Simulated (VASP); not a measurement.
# BaO (pbe) (Fm-3m) in VASP: single point with PBE

Aim: the single point of BaO (pbe) with PBE.

Program: VASP 6.6.1. These are calculated values, not measurements. Logs are shortened: lines on timing, memory, paths and dates and some standing lists are left out, and cuts for length are marked.

## 1. The cell of the first run

It takes space group Fm-3m (No. 225, cubic). The conventional cell has a = 5.574 Å, b = 5.574 Å, c = 5.574 Å, α = 90.00°, β = 90.00°, γ = 90.00°. Within 3.7 Å of Ba (site symmetry m-3m) lie 6 O at 2.79 Å. O (site symmetry m-3m) has 6 Ba at 2.79 Å within 3.7 Å.

## 2. Single point, PBE

Contents of INCAR:

```
PREC = Accurate ; ENCUT = 600
EDIFF = 1E-6 ; ISMEAR = 0
SIGMA = 0.02 ; LREAL = False
LASPH = True ; NELM = 120
ALGO = Normal ; ISIF = 2
LWAVE = False ; LCHARG = True
GGA = PE ; LELF = True
LVHAR = True ; NBANDS = 15
GGA_COMPAT = False
```

Contents of KPOINTS:

```
Automatic mesh
0
Gamma
  8 8 8
```

Contents of POSCAR:

```
BaO
1.0
    0.0000000000      2.7871837929      2.7871837929
    2.7871837929      0.0000000000      2.7871837929
    2.7871837929      2.7871837929      0.0000000000
Ba O
1 1
Direct
    0.0000000000      0.0000000000      0.0000000000
    0.5000000000      0.5000000000      0.5000000000
```

Potentials or basis: VASP PAW PBE potentials, release 64 (Ba_sv, O).

The run is started by

```console
$ cat potpaw_PBE.64/Ba_sv/POTCAR potpaw_PBE.64/O/POTCAR > POTCAR
$ mpirun -np 1 vasp_std > vasp.out
```

OUTCAR:

```text
PREC = Accurate
   ENCUT = 600
   EDIFF = 1E-6
   ISMEAR = 0
   LREAL = False
   LASPH = True
   NELM = 120
   ISIF = 2
   GGA = PE

 ion  position               nearest neighbor table
   1  0.000  0.000  0.000-   2 2.79   2 2.79   2 2.79   2 2.79   2 2.79   2 2.79
   2  0.500  0.500  0.500-   1 2.79   1 2.79   1 2.79   1 2.79   1 2.79   1 2.79

  LATTYP: Found a face centered cubic cell.
 ALAT       =     5.5743675858

  Lattice vectors:

 A1 = (   0.0000000000,   2.7871837929,   2.7871837929)
 A2 = (   2.7871837929,   0.0000000000,   2.7871837929)
 A3 = (   2.7871837929,   2.7871837929,   0.0000000000)

Analysis of symmetry for initial positions (statically):
=====================================================================
 Subroutine PRICEL returns:
 Original cell was already a primitive cell.

 Routine SETGRP: Setting up the symmetry group for a
 face centered cubic supercell.

 Subroutine GETGRP returns: Found 48 space group operations
 (whereof 48 operations were pure point group operations)
 out of a pool of 48 trial point group operations.

The static configuration has the point symmetry O_h .

Analysis of symmetry for dynamics (positions and initial velocities):
=====================================================================
 Subroutine PRICEL returns:
 Original cell was already a primitive cell.

 Routine SETGRP: Setting up the symmetry group for a
 face centered cubic supercell.

 Subroutine GETGRP returns: Found 48 space group operations
 (whereof 48 operations were pure point group operations)
 out of a pool of 48 trial point group operations.

The dynamic configuration has the point symmetry O_h .

 Subroutine INISYM returns: Found 48 space group operations
 (whereof 48 operations are pure point group operations),
 and found     1 'primitive' translations

----------------------------------------------------------------------------------------

                                     Primitive cell

  volume of cell :      43.3039

  direct lattice vectors                    reciprocal lattice vectors
     0.000000000  2.787183793  2.787183793    -0.179392547  0.179392547  0.179392547
     2.787183793  0.000000000  2.787183793     0.179392547 -0.179392547  0.179392547
     2.787183793  2.787183793  0.000000000     0.179392547  0.179392547 -0.179392547

  length of vectors
     3.941673121  3.941673121  3.941673121     0.310717006  0.310717006  0.310717006

  position of ions in fractional coordinates (direct lattice)
     0.000000000  0.000000000  0.000000000
     0.500000000  0.500000000  0.500000000

  ion indices of the primitive-cell ions
   primitive index   ion index
                 1           1
[... 86 lines left out ...]
   EMIN   =  10.00;   EMAX   =-10.00  energy-range for DOS
   EFERMI =   0.00;   METHOD = LEGACY
   ISMEAR =     0;   SIGMA  =   0.02  broadening in eV -4-tet -1-fermi 0-gaus
   EFERMI_NEDOS =   21; number of points for ismear=-14 and -15
   IALGO  =     38    algorithm
   IMIX   =      4    mixing-type and parameters
     AMIX     =   0.40;   BMIX     =  1.00
     AMIX_MAG =   1.60;   BMIX_MAG =  1.00
  volume/ion in A,a.u.               =      21.65       146.11
  Fermi-wavevector in a.u.,A,eV,Ry     =   1.174733  2.219924 18.776012  1.379998
  Thomas-Fermi vector in A             =   2.311125
   LORBIT       =      0    0 simple, 1 ext, 2 COOP (PROOUT), +10 PAW based schemes
   GGA     = PE    functional components
   LHFCALC =     F    Hartree Fock is set to
   AEXX    =    0.0000 exact exchange contribution
   IVDW    =     0    specifies the selected vdW correction
   LEPSILON=     F    determine dielectric tensor
   LRPA    =     F    only Hartree local field effects (RPA)
 non-spin polarized calculation
 Gauss-broadening in eV      SIGMA  =   0.02
  energy-cutoff  :      600.00
  volume of cell :       43.30
 maximum number of plane-waves:      1459
   NGX = 15   NGY = 15   NGZ = 15

 number of electron      16.0000002 magnetization

 Free energy of the ion-electron system (eV)
  ---------------------------------------------------
  ext. energy  EPLUGINS =         0.00000000
  ---------------------------------------------------
  free energy    TOTEN  =       -11.80665982 eV

  energy without entropy =      -11.80665982  energy(sigma->0) =      -11.80665982

 E-fermi :   1.8989     XC(G=0):  -9.5318

 val. band max:        1.7435902908   @ k =   0.5000   0.5000   0.0000
 cond. band min:       3.7822529063   @ k =   0.5000   0.5000   0.0000
 fundamental gap:      2.0386626155
 Fermi energy:         1.8988536217

 k-point     1 :       0.0000    0.0000    0.0000
  band No.  band energies     occupation
      1     -24.1682      2.00000
      2     -13.2166      2.00000
      3      -8.7169      2.00000
      4      -8.7169      2.00000
      5      -8.7169      2.00000
      6       1.4505      2.00000
      7       1.4505      2.00000
      8       1.4505      2.00000
      9       5.2094      0.00000
     10       6.4374      0.00000
     11       6.4374      0.00000
     12       6.4374      0.00000
     13       8.6555      0.00000
     14       8.6555      0.00000
[... 401 lines left out ...]
      2     -13.7378      2.00000
      3      -9.3061      2.00000
      4      -9.3032      2.00000
      5      -8.8254      2.00000
      6       0.2816      2.00000
      7       0.8628      2.00000
      8       0.9317      2.00000
      9       6.5830      0.00000
     10       7.1825      0.00000
     11       9.4830      0.00000
     12       9.5343      0.00000
     13      11.6822      0.00000
     14      13.3676      0.00000
     15      13.7162      0.00000

 [... further k-points ...]

------------------------ aborting loop because EDIFF is reached ----------------------------------------

  FORCE on cell =-STRESS in cart. coord.  units (eV):
  Direction    XX          YY          ZZ          XY          YZ          ZX
  --------------------------------------------------------------------------------------
  -------------------------------------------------------------------------------------
  Total        0.4017573      0.4017573      0.4017573      0.0000000      0.0000000     -0.0000000
  in kB       14.8644066     14.8644066     14.8644066      0.0000000      0.0000000     -0.0000000
  external PRESSURE =      14.8644066 kB  Pullay stress =       0.0000000 kB

 VOLUME and BASIS-vectors are now :
 -----------------------------------------------------------------------------
  energy-cutoff  :      600.00
  volume of cell :       43.30
      direct lattice vectors                 reciprocal lattice vectors
     0.000000000  2.787183793  2.787183793    -0.179392547  0.179392547  0.179392547
     2.787183793  0.000000000  2.787183793     0.179392547 -0.179392547  0.179392547
     2.787183793  2.787183793  0.000000000     0.179392547  0.179392547 -0.179392547

 POSITION                                       TOTAL-FORCE (eV/Angst)
 -----------------------------------------------------------------------------------
      0.00000      0.00000      0.00000         0.000000     -0.000000     -0.000000
      2.78718      2.78718      2.78718         0.000000      0.000000      0.000000
 -----------------------------------------------------------------------------------
    total drift:                                0.000000     -0.000000      0.000000

  FREE ENERGIE OF THE ION-ELECTRON SYSTEM (eV)
  ---------------------------------------------------
  free  energy   TOTEN  =       -11.8066598191 eV

  energy  without entropy=      -11.8066598191  energy(sigma->0) =      -11.80665982
```

OSZICAR:

```text
N       E                     dE             d eps       ncg     rms          rms(c)
DAV:   1     0.892341575829E+02    0.89234E+02   -0.85356E+03   870   0.111E+03
DAV:   2    -0.979093289856E+01   -0.99025E+02   -0.89074E+02  1218   0.213E+02
DAV:   3    -0.143616851251E+02   -0.45708E+01   -0.45429E+01  1113   0.461E+01
DAV:   4    -0.144171834038E+02   -0.55498E-01   -0.55494E-01  1017   0.525E+00
DAV:   5    -0.144182255789E+02   -0.10422E-02   -0.10421E-02  1124   0.602E-01    0.949E+00
DAV:   6    -0.120721040201E+02    0.23461E+01   -0.88484E+00   933   0.216E+01    0.624E+00
DAV:   7    -0.118306644067E+02    0.24144E+00   -0.66673E-01   976   0.637E+00    0.216E+00
DAV:   8    -0.118063746084E+02    0.24290E-01   -0.10829E-01  1045   0.334E+00    0.547E-01
DAV:   9    -0.118053473871E+02    0.10272E-02   -0.10358E-02  1017   0.967E-01    0.167E-01
DAV:  10    -0.118066745513E+02   -0.13272E-02   -0.28772E-03   926   0.431E-01    0.493E-02
DAV:  11    -0.118066520990E+02    0.22452E-04   -0.17233E-04  1094   0.108E-01    0.275E-02
DAV:  12    -0.118066607075E+02   -0.86086E-05   -0.24176E-05   926   0.446E-02    0.530E-03
DAV:  13    -0.118066598191E+02    0.88841E-06   -0.20045E-06  1015   0.129E-02
   1 F= -.11806660E+02 E0= -.11806660E+02  d E =-.443391E-30
```

stdout:

```text
POSCAR found type information on POSCAR BaO
 POSCAR found :  2 types and       2 ions
 scaLAPACK will be used
 LDA part: xc-table for (Slater+PW92), standard interpolation
 POSCAR, INCAR and KPOINTS ok, starting setup
 FFT: planning ... GRIDC
 FFT: planning ... GRID_SOFT
 FFT: planning ... GRID
 WAVECAR not read
 entering main loop
```

Run time: 14 s. Hardware: 1 thread of Intel Xeon 6975P-C, shared host; peak memory 0.19 GiB.

What came out:

```
Free energy            : -11.8067 eV
Pressure               : 1.5 GPa
Band gap on the k mesh : 2.04 eV, direct
```

Levels at points of the mesh, in eV from the valence-band top:
```tsv
k point	band 6	band 7	band 8	band 9	band 10	band 11
(0.00, 0.00, 0.00)	-0.29	-0.29	-0.29	3.47	4.69	4.69
(0.50, 0.00, 0.00)	-1.92	-1.39	-1.39	4.91	7.10	7.10
(0.50, 0.50, 0.00)	-0.13	-0.13	0.00	2.04	5.90	8.80
```

Caveat: spin-orbit coupling is left out, which moves the levels of the heavy elements. A k mesh can miss the band edges.
